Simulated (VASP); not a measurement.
A run of VASP 6.6.1:

POSCAR

```
Sb
1.0
    3.1111226451      0.0000000000      0.0000000000
    0.0000000000      3.1111226451      0.0000000000
    0.0000000000      0.0000000000      3.1111226451
Sb
1
Direct
    0.0000000000      0.0000000000      0.0000000000
```

The input INCAR.step1:

```
  ALGO = Normal
  EDIFF = 1E-6
  ENCUT = 400
  GGA = PE
  GGA_COMPAT = F
  ISIF = 2
  ISMEAR = -1
  LASPH = T
  LCHARG = T
  LORBIT = 11
  LREAL = F
  LWAVE = F
  NBANDS = 8
  NEDOS = 2001
  NELM = 120
  PREC = Accurate
  SIGMA = 0.05
```

KPOINTS.step1

```
k-points
0
Gamma
  12 12 12
```

The input INCAR.step2:

```
  ALGO = Normal
  EDIFF = 1E-6
  ENCUT = 400
  GGA = PE
  GGA_COMPAT = F
  ICHARG = 11
  ISIF = 2
  ISMEAR = -5
  LASPH = T
  LCHARG = F
  LORBIT = 11
  LREAL = F
  LWAVE = F
  NBANDS = 8
  NEDOS = 1001
  NELM = 120
  PREC = Accurate
  SIGMA = 0.05
```

KPOINTS.step2

```
k-points
0
Gamma
  18 18 18
```

Potentials or basis: VASP PAW PBE potentials, release 64 (Sb).

Run with:

```bash
$ cat potpaw_PBE.64/Sb/POTCAR > POTCAR
$ cp INCAR.step1 INCAR
$ cp KPOINTS.step1 KPOINTS
$ mpirun -np 1 vasp_std > vasp.out
$ cp INCAR.step2 INCAR
$ cp KPOINTS.step2 KPOINTS
$ mpirun -np 1 vasp_std > vasp.out
```

Hardware: 1 thread of Intel(R) Xeon(R) Platinum 8488C (Sapphire Rapids), with other jobs on the host.

How long does it take, and how much memory?

It took 16 s on 1 thread of Intel(R) Xeon(R) Platinum 8488C (Sapphire Rapids), with other jobs on the host, peak memory 0.14 GiB. Counts: k points 220.
